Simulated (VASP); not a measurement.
# Pt (I4/mmm) in VASP: a series of runs

The runs below take Pt through single point, with PBEsol.

All numbers are computed with VASP 6.6.1; they aren't measurements. Logs are shortened: lines on timing, memory, paths and dates and some standing lists are left out, and cuts for length are marked.

**1. The cell of the first run**

Symmetry: I4/mmm, No. 139, tetragonal system. The conventional cell has a = 3.557 Å, b = 3.557 Å, c = 2.515 Å, α = 90.00°, β = 90.00°, γ = 90.00°. Within 3.3 Å of Pt (site symmetry 4/mmm) lie 10 Pt at 2.51 to 2.81 Å.

**2. Single point, PBEsol**

The input, INCAR:

```
SYSTEM = Pt
PREC     = Accurate       ! precision mode
ENCUT    = 520            ! plane-wave cutoff, eV
EDIFF    = 1E-6           ! SCF threshold, eV
ISMEAR   = 0              ! smearing method
SIGMA    = 0.15           ! smearing width, eV
LREAL    = .False.        ! projectors in reciprocal space
LASPH    = .True.         ! aspherical terms in the spheres
NELM     = 60             ! most SCF steps
ALGO     = Fast           ! electronic algorithm
ISIF     = 2              ! what is computed and relaxed
LWAVE    = .False.        ! write WAVECAR
LCHARG   = .False.        ! write CHGCAR
GGA      = PS             ! functional
NBANDS   = 11             ! bands
```

The input, KPOINTS:

```
Automatic mesh
0
Gamma
  24 24 24
  0 0 0
```

The input, POSCAR:

```
Pt
1.0
   -1.7783163460      1.7783163460      1.2572696566
    1.7783163460     -1.7783163460      1.2572696566
    1.7783163460      1.7783163460     -1.2572696566
Pt
1
Direct
    0.0000000000      0.0000000000      0.0000000000
```

Potentials or basis: VASP PAW PBE potentials, release 64 (Pt).

On the command line:

```sh
$ cat potpaw_PBE.64/Pt/POTCAR > POTCAR
$ mpirun -np 1 vasp_std > vasp.out
```

OUTCAR:

```text
SYSTEM = Pt
   PREC = Accurate
   ENCUT = 520
   EDIFF = 1E-6
   ISMEAR = 0
   LREAL = .False.
   LASPH = .True.
   NELM = 60
   ISIF = 2
   GGA = PS

 ion  position               nearest neighbor table
   1  0.000  0.000  0.000-

  LATTYP: Found a body centered tetragonal cell.
 ALAT       =     3.5566326920
 C/A-ratio  =     0.7070000000

  Lattice vectors:

 A1 = (  -1.7783163460,   1.7783163460,   1.2572696566)
 A2 = (   1.7783163460,  -1.7783163460,   1.2572696566)
 A3 = (   1.7783163460,   1.7783163460,  -1.2572696566)

Analysis of symmetry for initial positions (statically):
=====================================================================
 Subroutine PRICEL returns:
 Original cell was already a primitive cell.

 Routine SETGRP: Setting up the symmetry group for a
 body centered tetragonal supercell.

 Subroutine GETGRP returns: Found 16 space group operations
 (whereof 16 operations were pure point group operations)
 out of a pool of 16 trial point group operations.

The static configuration has the point symmetry D_4h.

Analysis of symmetry for dynamics (positions and initial velocities):
=====================================================================
 Subroutine PRICEL returns:
 Original cell was already a primitive cell.

 Routine SETGRP: Setting up the symmetry group for a
 body centered tetragonal supercell.

 Subroutine GETGRP returns: Found 16 space group operations
 (whereof 16 operations were pure point group operations)
 out of a pool of 16 trial point group operations.

The dynamic configuration has the point symmetry D_4h.

 Subroutine INISYM returns: Found 16 space group operations
 (whereof 16 operations are pure point group operations),
 and found     1 'primitive' translations

----------------------------------------------------------------------------------------

                                     Primitive cell

  volume of cell :      15.9040

  direct lattice vectors                    reciprocal lattice vectors
    -1.778316346  1.778316346  1.257269657     0.000000000  0.281164823  0.397687161
     1.778316346 -1.778316346  1.257269657     0.281164823  0.000000000  0.397687161
     1.778316346  1.778316346 -1.257269657     0.281164823  0.281164823  0.000000000

  length of vectors
     2.811680110  2.811680110  2.811680110     0.487040794  0.487040794  0.397627105

  position of ions in fractional coordinates (direct lattice)
     0.000000000  0.000000000  0.000000000

  ion indices of the primitive-cell ions
   primitive index   ion index
                 1           1

----------------------------------------------------------------------------------------

 KPOINTS: Automatic mesh

Automatic generation of k-mesh.
 Grid dimensions read from file:
 generate k-points for:   24   24   24

 Generating k-lattice:

  Cartesian coordinates                     Fractional coordinates (reciprocal lattice)
     0.000000000  0.011715201  0.016570298     0.041666667  0.000000000  0.000000000
     0.011715201  0.000000000  0.016570298     0.000000000  0.041666667  0.000000000
     0.011715201  0.011715201  0.000000000     0.000000000  0.000000000  0.041666667

  Length of vectors
     0.020293366  0.020293366  0.016567796

  Shift w.r.t. Gamma in fractional coordinates (k-lattice)
     0.000000000  0.000000000  0.000000000

 Subroutine IBZKPT returns following result:
 ===========================================

 Found   1063 irreducible k-points:

 Following reciprocal coordinates:
            Coordinates               Weight
  0.000000  0.000000  0.000000      1.000000
  0.041667  0.000000 -0.000000      8.000000
  0.083333  0.000000 -0.000000      8.000000
  0.125000  0.000000  0.000000      8.000000
  0.166667  0.000000  0.000000      8.000000
  0.208333  0.000000 -0.000000      8.000000
[... 16 lines left out ...]
  0.416667  0.041667 -0.000000     16.000000
  0.458333  0.041667  0.000000     16.000000
 [... further k-points ...]
   k-points           NKPTS =   1063   k-points in BZ     NKDIM =   1063   number of bands    NBANDS=     11
   number of dos      NEDOS =    301   number of ions     NIONS =      1
   total plane-waves  NPLWV =  13824
   dimension x,y,z NGX =    24 NGY =   24 NGZ =   24
   dimension x,y,z NGXF=    48 NGYF=   48 NGZF=   48
   ions per type =               1
   NGX,Y,Z   is equivalent  to a cutoff of  14.19, 14.19, 14.19 a.u.
   NGXF,Y,Z  is equivalent  to a cutoff of  28.38, 28.38, 28.38 a.u.
 SYSTEM =  Pt
   PREC   = accura    normal or accurate (medium, high low for compatibility)
   ISTART =      0    job   : 0-new  1-cont  2-samecut
   ICHARG =      2    charge: 1-file 2-atom 10-const
   ISPIN  =      1    spin polarized calculation?
   LNONCOLLINEAR =      F non collinear calculations
   LSORBIT =      F    spin-orbit coupling
   LASPH  =      T    aspherical Exc in radial PAW
   ENCUT  =  520.0 eV  38.22 Ry    6.18 a.u.   5.23  5.23  5.23*2*pi/ulx,y,z
   NELM   =     60;   NELMIN=  2; NELMDL= -5     # of ELM steps
   EDIFF  = 0.1E-05   stopping-criterion for ELM
   LREAL  =      F    real-space projection
   EDIFFG = 0.1E-04   stopping-criterion for IOM
   NSW    =      0    number of steps for IOM
   IBRION =     -1    ionic relax: 0-MD 1-quasi-New 2-CG
   NFREE  =      0    steps in history (QN), initial steepest desc. (CG)
   ISIF   =      2    stress and relaxation
   ISYM   =      2    0-nonsym 1-usesym 2-fastsym
   POTIM  = 0.5000    time-step for ionic-motion
   TEBEG  =    0.0;   TEEND  =   0.0 temperature during run
   PSTRESS=    0.0 pullay stress
   NELECT =      10.0000    total number of electrons
   NUPDOWN=      -1.0000    fix difference up-down
   EMIN   =  10.00;   EMAX   =-10.00  energy-range for DOS
   EFERMI =   0.00;   METHOD = LEGACY
   ISMEAR =     0;   SIGMA  =   0.15  broadening in eV -4-tet -1-fermi 0-gaus
   EFERMI_NEDOS =   21; number of points for ismear=-14 and -15
   IALGO  =     68    algorithm
   IMIX   =      4    mixing-type and parameters
     AMIX     =   0.40;   BMIX     =  1.00
     AMIX_MAG =   1.60;   BMIX_MAG =  1.00
  volume/ion in A,a.u.               =      15.90       107.33
  Fermi-wavevector in a.u.,A,eV,Ry     =   1.402510  2.650360 26.763132  1.967035
  Thomas-Fermi vector in A             =   2.525265
   LORBIT       =      0    0 simple, 1 ext, 2 COOP (PROOUT), +10 PAW based schemes
   GGA     = PS    functional components
   LHFCALC =     F    Hartree Fock is set to
   AEXX    =    0.0000 exact exchange contribution
   IVDW    =     0    specifies the selected vdW correction
   LEPSILON=     F    determine dielectric tensor
   LRPA    =     F    only Hartree local field effects (RPA)
 non-spin polarized calculation
 RMM-DIIS sequential band-by-band and
 Gauss-broadening in eV      SIGMA  =   0.15
  energy-cutoff  :      520.00
  volume of cell :       15.90
 maximum number of plane-waves:       449
 NGX is ok and might be reduce to    24
   NGX = 11   NGY = 11   NGZ = 11

 number of electron      10.0000001 magnetization

 Free energy of the ion-electron system (eV)
  ---------------------------------------------------
  ext. energy  EPLUGINS =         0.00000000
  ---------------------------------------------------
  free energy    TOTEN  =        -6.76061803 eV

  energy without entropy =       -6.74716847  energy(sigma->0) =       -6.75389325

 E-fermi :  10.0641     XC(G=0): -13.2650

 val. band max:       10.0618752533   @ k =   0.2500   0.2500   0.1250
 cond. band min:      10.0646412918   @ k =  -0.2917   0.4167   0.2500
 fundamental gap:      0.0027660384
 Fermi energy:        10.0641386691

 k-point     1 :       0.0000    0.0000    0.0000
  band No.  band energies     occupation
      1       0.3577      2.00000
      2       4.9575      2.00000
      3       5.4854      2.00000
      4       8.3737      2.00000
      5       8.3737      2.00000
      6       9.8043      1.98571
      7      24.6187      0.00000
      8      24.6187      0.00000
      9      33.8827      0.00000
     10      33.9056      0.00000
     11      34.2801      0.00000

 k-point     2 :       0.0417    0.0000   -0.0000
  band No.  band energies     occupation
      1       0.4479      2.00000
      2       4.9916      2.00000
      3       5.5417      2.00000
      4       8.3141      2.00000
      5       8.3177      2.00000
      6       9.7732      1.99391
      7      24.7300      0.00000
      8      24.7569      0.00000
      9      33.0841      0.00000
     10      33.5106      0.00000
     11      34.2231      0.00000

 k-point     3 :       0.0833    0.0000   -0.0000
  band No.  band energies     occupation
      1       0.7145      2.00000
      2       5.0865      2.00000
      3       5.7050      2.00000
      4       8.1499      2.00000
      5       8.1670      2.00000
      6       9.6873      1.99962
      7      25.0251      0.00000
      8      25.1529      0.00000
      9      31.7720      0.00000
     10      33.0750      0.00000
     11      34.0057      0.00000

 k-point     4 :       0.1250    0.0000    0.0000
  band No.  band energies     occupation
      1       1.1445      2.00000
      2       5.2165      2.00000
      3       5.9547      2.00000
      4       7.9311      2.00000
      5       7.9732      2.00000
      6       9.5624      2.00000
      7      25.3818      0.00000
      8      25.7513      0.00000
      9      30.4318      0.00000
     10      32.8674      0.00000
     11      33.5268      0.00000

 k-point     5 :       0.1667    0.0000    0.0000
  band No.  band energies     occupation
      1       1.7105      2.00000
      2       5.3297      2.00000
      3       6.2372      2.00000
      4       7.7607      2.00000
      5       7.8196      2.00000
      6       9.4138      2.00000
      7      25.5760      0.00000
      8      26.4526      0.00000
      9      29.3049      0.00000
     10      32.7746      0.00000
     11      32.8713      0.00000
[... 211 lines left out ...]
 k-point    21 :       0.3333    0.0417   -0.0000
  band No.  band energies     occupation
      1       3.6438      2.00000
      2       4.6680      2.00000
      3       8.0091      2.00000
      4       8.7090      2.00000
      5       9.2091      2.00000
      6      10.1775      0.28511
      7      21.7319      0.00000
      8      24.9398      0.00000
      9      25.3118      0.00000
     10      30.8071      0.00000
     11      33.0711      0.00000

 k-point    22 :       0.3750    0.0417   -0.0000
  band No.  band energies     occupation
      1       3.5793      2.00000
      2       4.4763      2.00000
      3       8.5191      2.00000
      4       8.9291      2.00000
      5       9.8179      1.97973
      6      10.9254      0.00000
      7      20.4028      0.00000
      8      23.7256      0.00000
      9      24.3981      0.00000
     10      30.9636      0.00000
     11      33.3639      0.00000

 k-point    23 :       0.4167    0.0417   -0.0000
  band No.  band energies     occupation
      1       3.5055      2.00000
      2       4.3469      2.00000
      3       8.4956      2.00000
      4       9.5291      2.00000
      5      10.3615      0.00506
      6      11.5968      0.00000
      7      19.1681      0.00000
      8      22.9186      0.00000
      9      23.7054      0.00000
     10      31.2612      0.00000
     11      32.7903      0.00000

 k-point    24 :       0.4583    0.0417    0.0000
  band No.  band energies     occupation
      1       3.4654      2.00000
      2       4.2900      2.00000
      3       8.4740      2.00000
      4       9.8663      1.93790
      5      10.6914      0.00000
      6      11.9378      0.00000
      7      18.4223      0.00000
      8      22.5572      0.00000
      9      23.3279      0.00000
     10      31.6756      0.00000
     11      32.2963      0.00000

 [... further k-points ...]

------------------------ aborting loop because EDIFF is reached ----------------------------------------

  FORCE on cell =-STRESS in cart. coord.  units (eV):
  Direction    XX          YY          ZZ          XY          YZ          ZX
  --------------------------------------------------------------------------------------
  -------------------------------------------------------------------------------------
  Total       -1.7187812     -1.7187812      2.8756295      0.0000000      0.0000000     -0.0000000
  in kB     -173.1508800   -173.1508800    289.6923580      0.0000000      0.0000000     -0.0000000
  external PRESSURE =     -18.8698007 kB  Pullay stress =       0.0000000 kB

 VOLUME and BASIS-vectors are now :
 -----------------------------------------------------------------------------
  energy-cutoff  :      520.00
  volume of cell :       15.90
      direct lattice vectors                 reciprocal lattice vectors
    -1.778316346  1.778316346  1.257269657     0.000000000  0.281164823  0.397687161
     1.778316346 -1.778316346  1.257269657     0.281164823  0.000000000  0.397687161
     1.778316346  1.778316346 -1.257269657     0.281164823  0.281164823  0.000000000

 POSITION                                       TOTAL-FORCE (eV/Angst)
 -----------------------------------------------------------------------------------
      0.00000      0.00000      0.00000         0.000000      0.000000     -0.000000
 -----------------------------------------------------------------------------------
    total drift:                                0.000000      0.000000      0.000000

  FREE ENERGIE OF THE ION-ELECTRON SYSTEM (eV)
  ---------------------------------------------------
  free  energy   TOTEN  =        -6.7606180331 eV

  energy  without entropy=       -6.7471684698  energy(sigma->0) =       -6.75389325
```

Run time: 3.7 min. Hardware: 1 thread of Intel Xeon 8259CL, shared host; peak memory 0.31 GiB.

What came out:

```
Free energy            : -6.7606 eV
Pressure               : -1.9 GPa
Band gap on the k mesh : zero (bands 5 and 6 overlap by 2.07 eV)
```

Caveat: the stress differs along the axes, from -17 to 29 GPa; the PAW data sets were made with another functional, which shifts forces and pressure a little; spin-orbit coupling is left out, which moves the levels of the heavy elements.

**3. Single point, PBEsol**

The input, INCAR:

```
SYSTEM = Pt
PREC = Accurate
ENCUT = 520
EDIFF = 1E-6
ISMEAR = 0
SIGMA = 0.15
LREAL = .FALSE.
LASPH = .TRUE.
NELM = 80
ALGO = Fast
ISIF = 2
LWAVE = .FALSE.
LCHARG = .FALSE.
GGA = PS
NBANDS = 11
```

The input, KPOINTS:

```
regular mesh
0
G
  24 24 24
  0 0 0
```

The input, POSCAR:

```
Pt
1.0
   -1.6724090789      1.6724090789      1.4215477170
    1.6724090789     -1.6724090789      1.4215477170
    1.6724090789      1.6724090789     -1.4215477170
Pt
1
Direct
    0.0000000000      0.0000000000      0.0000000000
```

Potentials or basis: VASP PAW PBE potentials, release 64 (Pt).

On the command line:

```sh
$ cat potpaw_PBE.64/Pt/POTCAR > POTCAR
$ mpirun -np 1 vasp_std > vasp.out
```

It took 4.4 min on 1 thread of Intel Xeon 8259CL, shared host; peak memory 0.31 GiB.

The run converged. Its results:

```
Free energy            : -6.9061 eV
Pressure               : -12.2 GPa
Band gap on the k mesh : zero (bands 5 and 6 overlap by 2.01 eV)
```

Stress tensor (GPa, compression positive):
```
 -8.84   0.00   0.00
  0.00  -8.84   0.00
  0.00   0.00 -19.06
```

Levels at points of the mesh, in eV from the Fermi level:
```csv
k point,band 2,band 3,band 4,band 5,band 6,band 7,band 8,band 9
"(0.00, 0.00, 0.00)",-4.39,-2.92,-2.92,-2.42,-0.41,15.94,15.94,19.58
"(0.50, 0.00, 0.00)",-5.39,-1.37,0.11,0.57,0.75,6.68,12.61,14.40
"(0.50, 0.50, 0.00)",-3.84,-2.62,-1.24,-0.53,0.67,5.18,14.54,18.46
"(0.50, 0.50, 0.50)",-6.14,0.25,0.25,0.69,5.92,5.92,11.05,11.72
```

Caveat: the stress differs along the axes, from -19 to -9 GPa; the PAW data sets were made with another functional, which shifts forces and pressure a little; spin-orbit coupling is left out, which moves the levels of the heavy elements.

(Part 1 of 2 ends here.)
